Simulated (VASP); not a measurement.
A run of VASP 6.6.1 is set up as follows.

The input INCAR:

```
SYSTEM = Cu
PREC = Accurate ; ENCUT = 520
EDIFF = 1E-7 ; ISMEAR = 0
SIGMA = 0.05 ; LREAL = .FALSE.
LASPH = .TRUE. ; NELM = 100
ALGO = Fast ; ISIF = 2
LWAVE = .FALSE. ; LCHARG = .FALSE.
GGA = PE ; NBANDS = 12
```

KPOINTS

```
Automatic mesh
0
G
  22 22 22
  0 0 0
```

File POSCAR:

```
Cu
1.0
    0.0000000000      1.8384002058      1.8384002058
    1.8384002058      0.0000000000      1.8384002058
    1.8384002058      1.8384002058      0.0000000000
Cu
1
Direct
    0.0000000000      0.0000000000      0.0000000000
```

Potentials or basis: VASP PAW PBE potentials, release 64 (Cu).

The run is started by

```console
$ cat potpaw_PBE.64/Cu/POTCAR > POTCAR
$ mpirun -np 1 vasp_std > vasp.out
```

Problem. What does it give for the pressure?

Solution. -4.2 GPa.
